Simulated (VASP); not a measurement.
# Ga2O (P-3m1) in VASP: notebook

The runs below take Ga2O through single point, with PBEsol.

Program: VASP 6.6.1. These are calculated values, not measurements. Logs are shortened: lines on timing, memory, paths and dates and some standing lists are left out, and cuts for length are marked.

**1. The cell of the first run**

Symmetry: P-3m1, No. 164, trigonal system. The conventional cell has a = 3.026 Å, b = 3.026 Å, c = 11.371 Å, α = 90.00°, β = 90.00°, γ = 120.00°. Ga (site symmetry 3m) has 3 O at 1.94 Å and 1 Ga at 2.48 Å within 2.6 Å. Within 3.2 Å of Ga (site symmetry 3m) lie 1 O at 2.44 Å and 9 Ga at 2.92 to 3.03 Å. Within 2.6 Å of O (site symmetry 3m) lie 4 Ga at 1.94 to 2.44 Å.

**2. Single point, PBEsol (volume scaled by 0.98, then relaxed in part)**

INCAR

```
PREC = Accurate
ENCUT = 520
EDIFF = 1E-7
ISMEAR = -1
SIGMA = 0.15
LREAL = False
LASPH = True
NELM = 60
ALGO = Normal
ISIF = 2
LWAVE = False
LCHARG = False
GGA = PS
NBANDS = 41
```

KPOINTS

```
regular mesh
0
Gamma
  12 12 4
```

POSCAR

```
Ga2O
1.0
    3.0258623285      0.0000000000      0.0000000000
   -1.5129311643      2.6204736448      0.0000000000
    0.0000000000      0.0000000000     11.3713846749
Ga O
4 2
Direct
    0.0000000000      0.0000000000      0.3908503171
    0.0000000000      0.0000000000      0.6091496829
    0.6666666667      0.3333333333      0.1026111749
    0.3333333333      0.6666666667      0.8973888251
    0.6666666667      0.3333333333      0.3171028236
    0.3333333333      0.6666666667      0.6828971764
```

Potentials or basis: VASP PAW PBE potentials, release 64 (Ga_d, O).

On the command line:

```console
$ cat potpaw_PBE.64/Ga_d/POTCAR potpaw_PBE.64/O/POTCAR > POTCAR
$ mpirun -np 1 vasp_std > vasp.out
```

OUTCAR:

```text
PREC = Accurate
   ENCUT = 520
   EDIFF = 1E-7
   ISMEAR = -1
   LREAL = False
   LASPH = True
   NELM = 60
   ISIF = 2
   GGA = PS

 ion  position               nearest neighbor table
   1  0.000  0.000  0.391-   5 1.94   5 1.94   5 1.94   2 2.48
   2  0.000  0.000  0.609-   6 1.94   6 1.94   6 1.94   1 2.48
   3  0.667  0.333  0.103-   5 2.44   4 2.92   4 2.92   4 2.92
   4  0.333  0.667  0.897-   6 2.44   3 2.92   3 2.92   3 2.92
   5  0.667  0.333  0.317-   1 1.94   1 1.94   1 1.94   3 2.44
   6  0.333  0.667  0.683-   2 1.94   2 1.94   2 1.94   4 2.44

  LATTYP: Found a hexagonal cell.
 ALAT       =     3.0258623285
 C/A-ratio  =     3.7580641286

  Lattice vectors:

 A1 = (   3.0258623285,   0.0000000000,   0.0000000000)
 A2 = (  -1.5129311643,   2.6204736448,   0.0000000000)
 A3 = (   0.0000000000,   0.0000000000,  11.3713846749)

Analysis of symmetry for initial positions (statically):
=====================================================================
 Subroutine PRICEL returns:
 Original cell was already a primitive cell.

 Routine SETGRP: Setting up the symmetry group for a
 hexagonal supercell.

 Subroutine GETGRP returns: Found 12 space group operations
 (whereof 12 operations were pure point group operations)
 out of a pool of 24 trial point group operations.

The static configuration has the point symmetry D_3d.

Analysis of symmetry for dynamics (positions and initial velocities):
=====================================================================
 Subroutine PRICEL returns:
 Original cell was already a primitive cell.

 Routine SETGRP: Setting up the symmetry group for a
 hexagonal supercell.

 Subroutine GETGRP returns: Found 12 space group operations
 (whereof 12 operations were pure point group operations)
 out of a pool of 24 trial point group operations.

The dynamic configuration has the point symmetry D_3d.

 Subroutine INISYM returns: Found 12 space group operations
 (whereof 12 operations are pure point group operations),
 and found     1 'primitive' translations

----------------------------------------------------------------------------------------

                                     Primitive cell

  volume of cell :      90.1659

  direct lattice vectors                    reciprocal lattice vectors
     3.025862329  0.000000000  0.000000000     0.330484302  0.190805201  0.000000000
    -1.512931164  2.620473645  0.000000000     0.000000000  0.381610402  0.000000000
     0.000000000  0.000000000 11.371384675     0.000000000  0.000000000  0.087940038

  length of vectors
     3.025862329  3.025862328 11.371384675     0.381610402  0.381610402  0.087940038

  position of ions in fractional coordinates (direct lattice)
     0.000000000  0.000000000  0.390850317
     0.000000000  0.000000000  0.609149683
     0.666666667  0.333333333  0.102611175
     0.333333333  0.666666667  0.897388825
     0.666666667  0.333333333  0.317102824
     0.333333333  0.666666667  0.682897176

  ion indices of the primitive-cell ions
   primitive index   ion index
                 1           1
                 2           2
                 3           3
                 4           4
                 5           5
                 6           6

----------------------------------------------------------------------------------------

 KPOINTS: regular mesh

Automatic generation of k-mesh.
 Grid dimensions read from file:
 generate k-points for:   12   12    4

 Generating k-lattice:

  Cartesian coordinates                     Fractional coordinates (reciprocal lattice)
     0.027540359  0.015900433  0.000000000     0.083333333 -0.000000000  0.000000000
     0.000000000  0.031800867  0.000000000     0.000000000  0.083333333  0.000000000
     0.000000000  0.000000000  0.021985009     0.000000000  0.000000000  0.250000000

  Length of vectors
     0.031800867  0.031800867  0.021985009

  Shift w.r.t. Gamma in fractional coordinates (k-lattice)
     0.000000000  0.000000000  0.000000000

 Subroutine IBZKPT returns following result:
 ===========================================

 Found     69 irreducible k-points:

 Following reciprocal coordinates:
            Coordinates               Weight
  0.000000  0.000000  0.000000      1.000000
  0.083333 -0.000000  0.000000      6.000000
  0.166667  0.000000  0.000000      6.000000
  0.250000 -0.000000  0.000000      6.000000
  0.333333  0.000000  0.000000      6.000000
  0.416667  0.000000  0.000000      6.000000
[... 16 lines left out ...]
  0.166667  0.000000  0.250000      6.000000
  0.000000  0.166667  0.250000      6.000000
 [... further k-points ...]
   k-points           NKPTS =     69   k-points in BZ     NKDIM =     69   number of bands    NBANDS=     41
   number of dos      NEDOS =    301   number of ions     NIONS =      6
   total plane-waves  NPLWV =  51840
   dimension x,y,z NGX =    24 NGY =   24 NGZ =   90
   dimension x,y,z NGXF=    48 NGYF=   48 NGZF=  180
   ions per type =               4   2
   NGX,Y,Z   is equivalent  to a cutoff of  13.19, 13.19, 13.16 a.u.
   NGXF,Y,Z  is equivalent  to a cutoff of  26.37, 26.37, 26.32 a.u.
 SYSTEM =  unknown system
   PREC   = accura    normal or accurate (medium, high low for compatibility)
   ISTART =      0    job   : 0-new  1-cont  2-samecut
   ICHARG =      2    charge: 1-file 2-atom 10-const
   ISPIN  =      1    spin polarized calculation?
   LNONCOLLINEAR =      F non collinear calculations
   LSORBIT =      F    spin-orbit coupling
   LASPH  =      T    aspherical Exc in radial PAW
   ENCUT  =  520.0 eV  38.22 Ry    6.18 a.u.   5.63  5.63 21.14*2*pi/ulx,y,z
   NELM   =     60;   NELMIN=  2; NELMDL= -5     # of ELM steps
   EDIFF  = 0.1E-06   stopping-criterion for ELM
   LREAL  =      F    real-space projection
   EDIFFG = 0.1E-05   stopping-criterion for IOM
   NSW    =      0    number of steps for IOM
   IBRION =     -1    ionic relax: 0-MD 1-quasi-New 2-CG
   NFREE  =      0    steps in history (QN), initial steepest desc. (CG)
   ISIF   =      2    stress and relaxation
   ISYM   =      2    0-nonsym 1-usesym 2-fastsym
   POTIM  = 0.5000    time-step for ionic-motion
   TEBEG  =    0.0;   TEEND  =   0.0 temperature during run
   PSTRESS=    0.0 pullay stress
   NELECT =      64.0000    total number of electrons
   NUPDOWN=      -1.0000    fix difference up-down
   EMIN   =  10.00;   EMAX   =-10.00  energy-range for DOS
   EFERMI =   0.00;   METHOD = LEGACY
   ISMEAR =    -1;   SIGMA  =   0.15  broadening in eV -4-tet -1-fermi 0-gaus
   EFERMI_NEDOS =   21; number of points for ismear=-14 and -15
   IALGO  =     38    algorithm
   IMIX   =      4    mixing-type and parameters
     AMIX     =   0.40;   BMIX     =  1.00
     AMIX_MAG =   1.60;   BMIX_MAG =  1.00
  volume/ion in A,a.u.               =      15.03       101.41
  Fermi-wavevector in a.u.,A,eV,Ry     =   1.460340  2.759643 29.015698  2.132594
  Thomas-Fermi vector in A             =   2.576801
   LORBIT       =      0    0 simple, 1 ext, 2 COOP (PROOUT), +10 PAW based schemes
   GGA     = PS    functional components
   LHFCALC =     F    Hartree Fock is set to
   AEXX    =    0.0000 exact exchange contribution
   IVDW    =     0    specifies the selected vdW correction
   LEPSILON=     F    determine dielectric tensor
   LRPA    =     F    only Hartree local field effects (RPA)
 non-spin polarized calculation
  energy-cutoff  :      520.00
  volume of cell :       90.17
 maximum number of plane-waves:      2458
 NGX is ok and might be reduce to    24
   NGX = 11   NGY = 11   NGZ = 43

 number of electron      63.9999972 magnetization

 Free energy of the ion-electron system (eV)
  ---------------------------------------------------
  ext. energy  EPLUGINS =         0.00000000
  ---------------------------------------------------
  free energy    TOTEN  =       -29.16116322 eV

  energy without entropy =      -29.05072086  energy(sigma->0) =      -29.10594204

 E-fermi :   5.9244     XC(G=0): -11.1254

 val. band max:        5.8628369165   @ k =   0.5000  -0.0000   0.5000
 cond. band min:       5.9437276868   @ k =   0.4167   0.0000   0.0000
 fundamental gap:      0.0808907704
 Fermi energy:         5.9243639788

 k-point     1 :       0.0000    0.0000    0.0000
  band No.  band energies     occupation
      1     -15.6953      2.00000
      2     -15.6391      2.00000
      3     -10.3199      2.00000
      4     -10.3199      2.00000
      5     -10.3101      2.00000
      6     -10.3101      2.00000
[... 33 lines left out ...]
     40      15.6523      0.00000
     41      16.0816      0.00000

 k-point     2 :       0.0833   -0.0000    0.0000
  band No.  band energies     occupation
      1     -15.6499      2.00000
      2     -15.5970      2.00000
      3     -10.3237      2.00000
      4     -10.3075      2.00000
      5     -10.3035      2.00000
      6     -10.2960      2.00000
[... 33 lines left out ...]
     40      14.9272      0.00000
     41      15.2662      0.00000

 k-point     3 :       0.1667    0.0000    0.0000
  band No.  band energies     occupation
      1     -15.5255      2.00000
      2     -15.4818      2.00000
      3     -10.3191      2.00000
      4     -10.2699      2.00000
      5     -10.2651      2.00000
      6     -10.2541      2.00000
[... 33 lines left out ...]
     40      13.8266      0.00000
     41      13.9248      0.00000

 k-point     4 :       0.2500   -0.0000    0.0000
  band No.  band energies     occupation
      1     -15.3549      2.00000
      2     -15.3240      2.00000
      3     -10.3001      2.00000
      4     -10.2293      2.00000
      5     -10.2245      2.00000
      6     -10.1931      2.00000
[... 825 lines left out ...]
     40      14.9370      0.00000
     41      15.2646      0.00000

 k-point    23 :       0.1667    0.0000    0.2500
  band No.  band energies     occupation
      1     -15.5254      2.00000
      2     -15.4820      2.00000
      3     -10.3191      2.00000
      4     -10.2699      2.00000
      5     -10.2651      2.00000
      6     -10.2541      2.00000
[... 33 lines left out ...]
     40      13.6895      0.00000
     41      13.9142      0.00000

 k-point    24 :       0.0000    0.1667    0.2500
  band No.  band energies     occupation
      1     -15.5254      2.00000
      2     -15.4820      2.00000
      3     -10.3191      2.00000
      4     -10.2699      2.00000
      5     -10.2651      2.00000
      6     -10.2541      2.00000
[... 33 lines left out ...]
     40      13.7659      0.00000
     41      13.8100      0.00000

 [... further k-points ...]
[... 5 lines left out ...]
  --------------------------------------------------------------------------------------
  -------------------------------------------------------------------------------------
  Total        0.5666809      0.5666809      0.4512811     -0.0000000      0.0000000      0.0000000
  in kB       10.0694755     10.0694755      8.0189114     -0.0000000      0.0000000      0.0000000
  external PRESSURE =       9.3859541 kB  Pullay stress =       0.0000000 kB

 VOLUME and BASIS-vectors are now :
 -----------------------------------------------------------------------------
  energy-cutoff  :      520.00
  volume of cell :       90.17
      direct lattice vectors                 reciprocal lattice vectors
     3.025862329  0.000000000  0.000000000     0.330484302  0.190805201  0.000000000
    -1.512931164  2.620473645  0.000000000     0.000000000  0.381610402  0.000000000
     0.000000000  0.000000000 11.371384675     0.000000000  0.000000000  0.087940038

 POSITION                                       TOTAL-FORCE (eV/Angst)
 -----------------------------------------------------------------------------------
      0.00000      0.00000      4.44451        -0.000000      0.000000      0.034995
      0.00000      0.00000      6.92688         0.000000     -0.000000     -0.034995
      1.51293      0.87349      1.16683        -0.000000      0.000000      0.000359
     -0.00000      1.74698     10.20455        -0.000000      0.000000     -0.000359
      1.51293      0.87349      3.60590         0.000000      0.000000     -0.033820
     -0.00000      1.74698      7.76549         0.000000     -0.000000      0.033820
 -----------------------------------------------------------------------------------
    total drift:                                0.000000     -0.000000      0.000000

  FREE ENERGIE OF THE ION-ELECTRON SYSTEM (eV)
  ---------------------------------------------------
  free  energy   TOTEN  =       -29.1611632212 eV

  energy  without entropy=      -29.0507208589  energy(sigma->0) =      -29.10594204
```

Run time: 5.4 min. Hardware: 1 thread of Intel Xeon Platinum 8259CL at 2.50GHz (Skylake/Cascade Lake), shared host; peak memory 0.34 GiB.

What came out:

| Item | Value |
| --- | --- |
| Free energy | -29.1612 eV |
| Pressure | 0.9 GPa |
| Largest force | 0.035 eV/Å |
| Band gap on the k mesh | zero (band 32 reaches 6.95 eV, above the bottom of band 33 at 4.77 eV) |

Forces in eV/Å, atoms in the order of the input:
```
Ga   0.000  0.000  0.035
Ga   0.000  0.000 -0.035
Ga   0.000  0.000  0.000
Ga   0.000  0.000  0.000
O    0.000  0.000 -0.034
O    0.000  0.000  0.034
```

Levels at points of the mesh, in eV from the Fermi level:
```tsv
k point	band 29	band 30	band 31	band 32	band 33	band 34	band 35	band 36
(0.00, 0.00, 0.00)	-4.71	-4.71	-4.55	-0.94	-0.21	2.39	5.36	7.30
(0.50, 0.00, 0.00)	-4.66	-3.96	-3.58	-1.40	-1.08	0.07	2.48	2.77
(0.00, 0.00, 0.50)	-4.71	-4.71	-3.27	-2.22	0.89	1.76	6.21	6.45
(0.50, 0.00, 0.50)	-4.78	-4.03	-3.31	-1.52	-1.04	-0.06	2.71	2.87
```

Caveat: the PAW data sets were made with another functional, which shifts forces and pressure a little.

(Continued in part 2 of 2.)
